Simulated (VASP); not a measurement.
# V (Im-3m) in VASP: notebook

The runs below take V through single point, with PBEsol.

Everything below comes from runs of VASP 6.6.1. Logs are shortened: lines on timing, memory, paths and dates and some standing lists are left out, and cuts for length are marked.

## (1) The cell of the first run

The structure is cubic, space group Im-3m (No. 229). Conventional cell: a = 2.965 Å, b = 2.965 Å, c = 2.965 Å, α = 90.00°, β = 90.00°, γ = 90.00°. Within 3.4 Å of V (site symmetry m-3m) lie 14 V at 2.57 to 2.97 Å.

## (2) Single point, PBEsol

The input, INCAR:

```
  ALGO = Fast
  EDIFF = 1E-7
  ENCUT = 520
  GGA = PS
  ISIF = 2
  ISMEAR = 0
  LASPH = True
  LCHARG = False
  LREAL = False
  LWAVE = False
  NBANDS = 12
  NELM = 80
  PREC = Accurate
  SIGMA = 0.1
```

The input, KPOINTS:

```
k-points
0
Gamma
  10 10 10
```

The input, POSCAR:

```
V
1.0
   -1.4825110323      1.4825110323      1.4825110323
    1.4825110323     -1.4825110323      1.4825110323
    1.4825110323      1.4825110323     -1.4825110323
V
1
Direct
    0.0000000000      0.0000000000      0.0000000000
```

Potentials or basis: VASP PAW PBE potentials, release 64 (V_sv).

Started as:

```console
$ cat potpaw_PBE.64/V_sv/POTCAR > POTCAR
$ mpirun -np 1 vasp_std > vasp.out
```

OUTCAR:

```text
EDIFF = 1E-7
   ENCUT = 520
   GGA = PS
   ISIF = 2
   ISMEAR = 0
   LASPH = True
   LREAL = False
   NELM = 80
   PREC = Accurate

 ion  position               nearest neighbor table
   1  0.000  0.000  0.000-

  LATTYP: Found a body centered cubic cell.
 ALAT       =     2.9650220646

  Lattice vectors:

 A1 = (  -1.4825110323,   1.4825110323,   1.4825110323)
 A2 = (   1.4825110323,  -1.4825110323,   1.4825110323)
 A3 = (   1.4825110323,   1.4825110323,  -1.4825110323)

Analysis of symmetry for initial positions (statically):
=====================================================================
 Subroutine PRICEL returns:
 Original cell was already a primitive cell.

 Routine SETGRP: Setting up the symmetry group for a
 body centered cubic supercell.

 Subroutine GETGRP returns: Found 48 space group operations
 (whereof 48 operations were pure point group operations)
 out of a pool of 48 trial point group operations.

The static configuration has the point symmetry O_h .

Analysis of symmetry for dynamics (positions and initial velocities):
=====================================================================
 Subroutine PRICEL returns:
 Original cell was already a primitive cell.

 Routine SETGRP: Setting up the symmetry group for a
 body centered cubic supercell.

 Subroutine GETGRP returns: Found 48 space group operations
 (whereof 48 operations were pure point group operations)
 out of a pool of 48 trial point group operations.

The dynamic configuration has the point symmetry O_h .

 Subroutine INISYM returns: Found 48 space group operations
 (whereof 48 operations are pure point group operations),
 and found     1 'primitive' translations

----------------------------------------------------------------------------------------

                                     Primitive cell

  volume of cell :      13.0333

  direct lattice vectors                    reciprocal lattice vectors
    -1.482511032  1.482511032  1.482511032     0.000000000  0.337265618  0.337265618
     1.482511032 -1.482511032  1.482511032     0.337265618  0.000000000  0.337265618
     1.482511032  1.482511032 -1.482511032     0.337265618  0.337265618  0.000000000

  length of vectors
     2.567784431  2.567784431  2.567784431     0.476965612  0.476965612  0.476965612

  position of ions in fractional coordinates (direct lattice)
     0.000000000  0.000000000  0.000000000

  ion indices of the primitive-cell ions
   primitive index   ion index
                 1           1

----------------------------------------------------------------------------------------

 KPOINTS: k-points

Automatic generation of k-mesh.
 Grid dimensions read from file:
 generate k-points for:   10   10   10

 Generating k-lattice:

  Cartesian coordinates                     Fractional coordinates (reciprocal lattice)
     0.000000000  0.033726562  0.033726562     0.100000000  0.000000000  0.000000000
     0.033726562  0.000000000  0.033726562     0.000000000  0.100000000  0.000000000
     0.033726562  0.033726562  0.000000000     0.000000000  0.000000000  0.100000000

  Length of vectors
     0.047696561  0.047696561  0.047696561

  Shift w.r.t. Gamma in fractional coordinates (k-lattice)
     0.000000000  0.000000000  0.000000000

 Subroutine IBZKPT returns following result:
 ===========================================

 Found     47 irreducible k-points:

 Following reciprocal coordinates:
            Coordinates               Weight
  0.000000  0.000000  0.000000      1.000000
  0.100000  0.000000  0.000000     12.000000
  0.200000  0.000000  0.000000     12.000000
  0.300000  0.000000  0.000000     12.000000
  0.400000  0.000000  0.000000     12.000000
  0.500000  0.000000  0.000000      6.000000
[... 16 lines left out ...]
  0.300000  0.300000  0.100000      8.000000
 -0.300000  0.300000  0.100000     24.000000
 [... further k-points ...]
   k-points           NKPTS =     47   k-points in BZ     NKDIM =     47   number of bands    NBANDS=     12
   number of dos      NEDOS =    301   number of ions     NIONS =      1
   total plane-waves  NPLWV =   8000
   dimension x,y,z NGX =    20 NGY =   20 NGZ =   20
   dimension x,y,z NGXF=    40 NGYF=   40 NGZF=   40
   ions per type =               1
   NGX,Y,Z   is equivalent  to a cutoff of  12.95, 12.95, 12.95 a.u.
   NGXF,Y,Z  is equivalent  to a cutoff of  25.90, 25.90, 25.90 a.u.
 SYSTEM =  unknown system
   PREC   = accura    normal or accurate (medium, high low for compatibility)
   ISTART =      0    job   : 0-new  1-cont  2-samecut
   ICHARG =      2    charge: 1-file 2-atom 10-const
   ISPIN  =      1    spin polarized calculation?
   LNONCOLLINEAR =      F non collinear calculations
   LSORBIT =      F    spin-orbit coupling
   LASPH  =      T    aspherical Exc in radial PAW
   ENCUT  =  520.0 eV  38.22 Ry    6.18 a.u.   4.77  4.77  4.77*2*pi/ulx,y,z
   NELM   =     80;   NELMIN=  2; NELMDL= -5     # of ELM steps
   EDIFF  = 0.1E-06   stopping-criterion for ELM
   LREAL  =      F    real-space projection
   EDIFFG = 0.1E-05   stopping-criterion for IOM
   NSW    =      0    number of steps for IOM
   IBRION =     -1    ionic relax: 0-MD 1-quasi-New 2-CG
   NFREE  =      0    steps in history (QN), initial steepest desc. (CG)
   ISIF   =      2    stress and relaxation
   ISYM   =      2    0-nonsym 1-usesym 2-fastsym
   POTIM  = 0.5000    time-step for ionic-motion
   TEBEG  =    0.0;   TEEND  =   0.0 temperature during run
   PSTRESS=    0.0 pullay stress
   NELECT =      13.0000    total number of electrons
   NUPDOWN=      -1.0000    fix difference up-down
   EMIN   =  10.00;   EMAX   =-10.00  energy-range for DOS
   EFERMI =   0.00;   METHOD = LEGACY
   ISMEAR =     0;   SIGMA  =   0.10  broadening in eV -4-tet -1-fermi 0-gaus
   EFERMI_NEDOS =   21; number of points for ismear=-14 and -15
   IALGO  =     68    algorithm
   IMIX   =      4    mixing-type and parameters
     AMIX     =   0.40;   BMIX     =  1.00
     AMIX_MAG =   1.60;   BMIX_MAG =  1.00
  volume/ion in A,a.u.               =      13.03        87.95
  Fermi-wavevector in a.u.,A,eV,Ry     =   1.635704  3.091032 36.402757  2.675527
  Thomas-Fermi vector in A             =   2.727132
   LORBIT       =      0    0 simple, 1 ext, 2 COOP (PROOUT), +10 PAW based schemes
   GGA     = PS    functional components
   LHFCALC =     F    Hartree Fock is set to
   AEXX    =    0.0000 exact exchange contribution
   IVDW    =     0    specifies the selected vdW correction
   LEPSILON=     F    determine dielectric tensor
   LRPA    =     F    only Hartree local field effects (RPA)
 non-spin polarized calculation
 RMM-DIIS sequential band-by-band and
 Gauss-broadening in eV      SIGMA  =   0.10
  energy-cutoff  :      520.00
  volume of cell :       13.03
 maximum number of plane-waves:       370
   NGX =  9   NGY =  9   NGZ =  9

 number of electron      12.9999999 magnetization

 Free energy of the ion-electron system (eV)
  ---------------------------------------------------
  ext. energy  EPLUGINS =         0.00000000
  ---------------------------------------------------
  free energy    TOTEN  =        -9.63433053 eV

  energy without entropy =       -9.62421819  energy(sigma->0) =       -9.62927436

 E-fermi :   9.9682     XC(G=0): -13.2456

 val. band max:        9.9582576340   @ k =   0.1000   0.1000   0.0000
 cond. band min:      10.0065604762   @ k =  -0.2000   0.3000   0.1000
 fundamental gap:      0.0483028422
 Fermi energy:         9.9682357524

 k-point     1 :       0.0000    0.0000    0.0000
  band No.  band energies     occupation
      1     -53.5087      2.00000
      2     -26.8510      2.00000
      3     -26.8510      2.00000
      4     -26.8510      2.00000
      5       3.3087      2.00000
      6      10.3624      0.00000
      7      10.3624      0.00000
      8      10.3624      0.00000
      9      12.4497      0.00000
     10      12.4497      0.00000
     11      30.7253      0.00000
     12      30.7253      0.00000

 k-point     2 :       0.1000    0.0000    0.0000
  band No.  band energies     occupation
      1     -53.4871      2.00000
      2     -26.9516      2.00000
      3     -26.8815      2.00000
      4     -26.8518      2.00000
      5       3.7203      2.00000
      6      10.1865      0.00202
      7      10.3144      0.00000
      8      10.6615      0.00000
      9      12.2642      0.00000
     10      12.4623      0.00000
     11      30.0619      0.00000
     12      30.6579      0.00000

 k-point     3 :       0.2000    0.0000    0.0000
  band No.  band energies     occupation
      1     -53.4305      2.00000
      2     -27.2103      2.00000
      3     -26.9606      2.00000
      4     -26.8539      2.00000
      5       4.8249      2.00000
      6       9.7516      1.99782
      7      10.0635      0.17771
      8      11.4971      0.00000
      9      12.0757      0.00000
     10      12.5173      0.00000
     11      27.9881      0.00000
     12      29.6877      0.00000
[... 286 lines left out ...]
 k-point    23 :       0.3000    0.3000    0.1000
  band No.  band energies     occupation
      1     -53.2608      2.00000
      2     -27.4868      2.00000
      3     -27.4868      2.00000
      4     -27.0644      2.00000
      5       8.2362      2.00000
      6       9.0459      2.00000
      7       9.0459      2.00000
      8      12.8186      0.00000
      9      12.8186      0.00000
     10      19.5271      0.00000
     11      19.5271      0.00000
     12      21.4573      0.00000

 k-point    24 :      -0.3000    0.3000    0.1000
  band No.  band energies     occupation
      1     -53.3425      2.00000
      2     -27.5069      2.00000
      3     -27.0917      2.00000
      4     -26.9291      2.00000
      5       6.4085      2.00000
      6       9.5644      2.00000
      7       9.7266      1.99937
      8      11.6860      0.00000
      9      12.5903      0.00000
     10      13.0882      0.00000
     11      25.1432      0.00000
     12      28.0470      0.00000

 [... further k-points ...]

------------------------ aborting loop because EDIFF is reached ----------------------------------------

  FORCE on cell =-STRESS in cart. coord.  units (eV):
  Direction    XX          YY          ZZ          XY          YZ          ZX
  --------------------------------------------------------------------------------------
  -------------------------------------------------------------------------------------
  Total        0.0190738      0.0190738      0.0190738     -0.0000000      0.0000000     -0.0000000
  in kB        2.3447340      2.3447340      2.3447340     -0.0000000      0.0000000     -0.0000000
  external PRESSURE =       2.3447340 kB  Pullay stress =       0.0000000 kB

 VOLUME and BASIS-vectors are now :
 -----------------------------------------------------------------------------
  energy-cutoff  :      520.00
  volume of cell :       13.03
      direct lattice vectors                 reciprocal lattice vectors
    -1.482511032  1.482511032  1.482511032     0.000000000  0.337265618  0.337265618
     1.482511032 -1.482511032  1.482511032     0.337265618  0.000000000  0.337265618
     1.482511032  1.482511032 -1.482511032     0.337265618  0.337265618  0.000000000

 POSITION                                       TOTAL-FORCE (eV/Angst)
 -----------------------------------------------------------------------------------
      0.00000      0.00000      0.00000         0.000000     -0.000000     -0.000000
 -----------------------------------------------------------------------------------
    total drift:                               -0.000000     -0.000000      0.000000

  FREE ENERGIE OF THE ION-ELECTRON SYSTEM (eV)
  ---------------------------------------------------
  free  energy   TOTEN  =        -9.6343305278 eV

  energy  without entropy=       -9.6242181902  energy(sigma->0) =       -9.62927436
```

Run time: 11 s. Hardware: 1 thread of Intel Xeon 8259CL, shared host; peak memory 0.13 GiB.

Results:

- Free energy: -9.6343 eV
- Pressure: 0.2 GPa

Caveat: the PAW data sets were made with another functional, which shifts forces and pressure a little.

## (3) Single point, PBEsol, collinear spin, ferromagnetic start

This run uses another cell than the first one, of 14.18 Å³/atom, 1.088 times its volume.

The input, INCAR:

```
PREC = Accurate
ENCUT = 520
EDIFF = 1E-7
ISMEAR = 0
SIGMA = 0.1
LREAL = False
LASPH = True
NELM = 150
ALGO = Normal
ISIF = 2
LWAVE = False
LCHARG = False
ISPIN = 2
MAGMOM = 2
LORBIT = 11
LMAXMIX = 4
GGA = PS
NBANDS = 16
```

The input, KPOINTS:

```
Automatic mesh
0
Gamma
  8 8 8
```

The input, POSCAR:

```
V
1.0
   -1.5248108997      1.5248108997      1.5248108997
    1.5248108997     -1.5248108997      1.5248108997
    1.5248108997      1.5248108997     -1.5248108997
V
1
Direct
    0.0000000000      0.0000000000      0.0000000000
```

Potentials or basis: VASP PAW PBE potentials, release 64 (V_sv).

Started as:

```console
$ cat potpaw_PBE.64/V_sv/POTCAR > POTCAR
$ mpirun -np 1 vasp_std > vasp.out
```

Wall time 14 s (1 thread of Intel Xeon 8259CL, shared host); peak memory 0.13 GiB.

The run converged. Its results:

* Free energy: -9.5871 eV
* Pressure: -15.8 GPa
* Net moment: 0.00 μB per cell
* Valence electrons inside the program's atomic spheres: V 11.58

Levels at points of the mesh, in eV from the Fermi level:
Spin up:
```tsv
k point	band 4	band 5	band 6	band 7	band 8	band 9
(0.00, 0.00, 0.00)	-37.00	-6.51	0.40	0.40	0.40	2.28
(0.50, 0.00, 0.00)	-37.01	-3.03	-1.04	1.45	2.27	2.61
(0.50, 0.50, 0.50)	-37.54	-2.79	-2.79	3.51	3.51	3.51
```
Spin down:
```csv
k point,band 4,band 5,band 6,band 7,band 8,band 9
"(0.00, 0.00, 0.00)",-37.00,-6.51,0.40,0.40,0.40,2.28
"(0.50, 0.00, 0.00)",-37.01,-3.03,-1.04,1.45,2.27,2.61
"(0.50, 0.50, 0.50)",-37.54,-2.79,-2.79,3.51,3.51,3.51
```

Caveat: the k points lie up to 0.36 Å⁻¹ apart; the PAW data sets were made with another functional, which shifts forces and pressure a little.
